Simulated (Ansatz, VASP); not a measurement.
# Si: VASP beside Ansatz

POSCAR

```
Si
1.0
    3.8321295414      0.0000000000      0.0000000000
   -1.9160647707      3.3187215334      0.0000000000
    0.0000000000      0.0000000000      6.0108394873
Si
4
Direct
    0.3333333333      0.6666666667     -0.0033707419
    0.6666666667      0.3333333333      0.4966292581
    0.3333333333      0.6666666667      0.3783707419
    0.6666666667      0.3333333333      0.8783707419
```

File INCAR.step1:

```
SYSTEM = Si
  PREC = Accurate
  ENCUT = 520
  ISMEAR = -1
  SIGMA = 0.02
  LREAL = .FALSE.
  LASPH = .TRUE.
  NELM = 100
  NBANDS = 16
  GGA = PE
  ALGO = Normal
  EDIFF = 1E-4
  LWAVE = .TRUE.
  LCHARG = .FALSE.
```

INCAR.step2

```
SYSTEM = Si
  PREC = Accurate
  ENCUT = 520
  EDIFF = 1E-6
  ISMEAR = -1
  SIGMA = 0.02
  LREAL = .FALSE.
  LASPH = .TRUE.
  NELM = 100
  ALGO = Normal
  ISIF = 2
  LWAVE = .FALSE.
  LCHARG = .FALSE.
  METAGGA = R2SCAN
  LMIXTAU = .TRUE.
  NBANDS = 16
  ISTART = 1
```

File KPOINTS:

```
Automatic mesh
0
G
  12 12 4
  0 0 0
```

Input for Ansatz:

```yaml
crystal:
  lattice:
    - [3.8321295414, 0.0, 0.0]
    - [-1.9160647707, 3.3187215334, 0.0]
    - [0.0, 0.0, 6.0108394873]
  atoms:
    - { symbol: Si, position: [0.3333333333, 0.6666666667, -0.0033707419] }
    - { symbol: Si, position: [0.6666666667, 0.3333333333, 0.4966292581] }
    - { symbol: Si, position: [0.3333333333, 0.6666666667, 0.3783707419] }
    - { symbol: Si, position: [0.6666666667, 0.3333333333, 0.8783707419] }
kpoints:
  mp_grid: { grid: [12, 12, 4] }
  band_path:
    path:
      - [0.0, 0.0, 0.0]
      - [0.5, 0.0, 0.0]
      - [0.3333333333, 0.3333333333, 0.0]
      - [0.0, 0.0, 0.5]
      - [0.5, 0.0, 0.5]
      - [0.3333333333, 0.3333333333, 0.5]
    npoints: 1
hamiltonian:
  xc: r2scan
scf:
  occupations: { method: fermi_dirac, width: 0.02 }
  n_extra_bands: 5
output:
  forces: true
  stress: true
  eigenvalues: true
```

Change from the starting cell: uniaxial_z strain -5.2%.

Alike in both runs: task single point; functional r2SCAN; k mesh 12 × 12 × 4; occupations fermi-dirac, width 0.02 eV; no spin polarisation.

```csv
,VASP,Ansatz
version,VASP 6.6.1,Ansatz 0.2.0
potentials or method,"VASP PAW PBE potentials, release 64 (Si)","plane waves, PAW"
plane-wave cutoff (eV),520,500
valence electrons in the cell,16,16
```

|  | VASP | Ansatz | Ansatz less VASP |
| --- | --- | --- | --- |
| pressure (GPa) | 5.7 | 6.0 | +0.26 |
| traceless stress, the component that is largest in VASP (GPa) | 7.33 | 7.28 | -0.046 |

VASP's potentials were made for PBE, not for r2SCAN. The functional is the same, so the differences come from potentials, cutoffs and numerics.
